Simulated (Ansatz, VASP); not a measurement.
# Two plane-wave programs on MgO

```
Mg O
1.0
     0.00000    2.19575    2.19575
     2.19575    0.00000    2.19575
     2.19575    2.19575    0.00000
Mg O
1 1
Direct
  0.00000 0.00000 0.00000
  0.50000 0.50000 0.50000
```

Alike in both runs: task single point; functional PBE; k mesh 7 × 7 × 7; occupations fermi-dirac, width 0.003 eV; no spin polarisation.

|  | VASP | Ansatz |
| --- | --- | --- |
| version | VASP 6.6.1 | Ansatz 0.2.0 |
| potentials or method | VASP PAW PBE potentials, release 64 (Mg, O), cutoff 600 eV | PAW, plane waves, scalar-relativistic |
| valence electrons in the cell | 8 | 16 |

Ansatz gave:

```
pressure (GPa) : -11.7
```

Q: Estimate VASP's values.

A: Pressure (GPa): -12.7.

VASP's potentials hold 8 valence electrons a cell and Ansatz's 16, so a difference there can come from the potentials and not from the codes.
